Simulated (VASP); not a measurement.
Crystal: MoS2.

```
Mo S
1.0
     3.25969    0.00000    0.00000
    -1.62984    2.82297    0.00000
     0.00000    0.00000   13.00102
Mo S
2 4
Direct
  0.33333 0.66667 0.25000
  0.66667 0.33333 0.75000
  0.33333 0.66667 0.62544
  0.66667 0.33333 0.12544
  0.33333 0.66667 0.87456
  0.66667 0.33333 0.37456
```

* Program: VASP 6.6.1
* Task: relaxation of shape and atoms at fixed volume
* Functional: PBEsol
* Potentials or basis: VASP PAW PBE potentials, release 64 (Mo_sv, S)
* Cutoff: 500 eV
* k mesh: 8 × 8 × 2
* Occupations: gaussian, width 0.05 eV
* Spin: collinear spin
* Starting moments: [0.05, 0.05, 0.0, 0.0, 0.0, 0.0] μB

At the start: pressure -13.5 GPa; volume 19.94 Å³/atom.

Question: Where does the relaxation end?

Answer: Over 8 steps the energy falls by 92.4 meV/atom; space group P6_3/mmc (No. 194, to 0.1 Å) before and after; moment 0.00 μB per cell.

Step by step:
| step | energy change (eV) | largest force (eV/Å) | pressure (GPa) | volume (Å³) |
| --- | --- | --- | --- | --- |
| 1 | 0.0000 | 1.6132 | -13.45 | 119.64 |
| 2 | -0.2839 | 0.2547 | -7.65 | 119.64 |
| 3 | -0.2858 | 0.1225 | -7.10 | 119.64 |
| 4 | -0.4577 | 0.0210 | -4.12 | 119.64 |
| 5 | -0.5391 | 0.3452 | 1.83 | 119.64 |
| 6 | -0.5457 | 0.2808 | 0.57 | 119.64 |
| 7 | -0.5457 | 0.2696 | -1.45 | 119.64 |
| 8 | -0.5541 | 0.0012 | -0.46 | 119.64 |

Final structure:
```cif
data_structure
_symmetry_space_group_name_H-M 'P 1'
_symmetry_Int_Tables_number 1
_cell_length_a 3.1456
_cell_length_b 3.1456
_cell_length_c 13.9616
_cell_angle_alpha 90.000
_cell_angle_beta 90.000
_cell_angle_gamma 120.000
_cell_volume 119.64
loop_
_atom_site_label
_atom_site_type_symbol
_atom_site_fract_x
_atom_site_fract_y
_atom_site_fract_z
_atom_site_occupancy
Mo1 Mo 0.33333 0.66667 0.25000 1
Mo2 Mo 0.66667 0.33333 0.75000 1
S1 S 0.33333 0.66667 0.63842 1
S2 S 0.66667 0.33333 0.13842 1
S3 S 0.33333 0.66667 0.86158 1
S4 S 0.66667 0.33333 0.36158 1
```

Caveat: the PAW data sets were made with another functional, which shifts forces and pressure a little; this functional lacks dispersion, which binds layers or chains, so the pressure and a relaxed spacing across them are unreliable.
